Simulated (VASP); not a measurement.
Mg3ZrN2, 6 atoms in the cell. It takes space group P-3m1 (No. 164, trigonal). The conventional cell has a = 3.306 Å, b = 3.306 Å, c = 10.721 Å, α = 90.00°, β = 90.00°, γ = 120.00°. Within 3.0 Å of Mg (site symmetry 3m) lie 3 N at 2.29 Å. Within 4.3 Å of Mg (site symmetry -3m) lie 12 Mg at 3.31 to 3.38 Å. Within 3.4 Å of Zr (site symmetry -3m) lie 6 N at 2.31 Å and 6 Mg at 3.21 Å and 6 Zr at 3.31 Å. Within 3.0 Å of N (site symmetry 3m) lie 3 Mg at 2.29 Å and 3 Zr at 2.31 Å. 

- Program: VASP 6.6.1
- Task: relaxation of shape and atoms at fixed volume
- Functional: PBE
- Potentials or basis: VASP PAW PBE potentials, release 64 (Mg, Zr_sv, N)
- Cutoff: 600 eV
- k mesh: 12 × 12 × 4
- Occupations: gaussian, width 0.1 eV
- Spin: no spin polarisation
- Dipole correction: no
- Further INCAR settings: ALGO = Normal; EDIFF = 1e-06; IBRION = 2; EDIFFG = -0.01; NSW = 50; ISIF = 4

Potentials or basis: VASP PAW PBE potentials, release 64 (Mg, Zr_sv, N).

The run is started by

```bash
$ cat potpaw_PBE.64/Mg/POTCAR potpaw_PBE.64/Zr_sv/POTCAR potpaw_PBE.64/N/POTCAR > POTCAR
$ mpirun -np 1 vasp_std > vasp.out
```

Hardware: 1 thread of Intel Xeon 8259CL (shared host).

How long does it take, and how much memory?

Run time: 15 min on 1 thread of Intel Xeon 8259CL, on a shared host, peak memory 0.38 GiB. Counts: scf iterations 44, k points 69, ion steps 6.
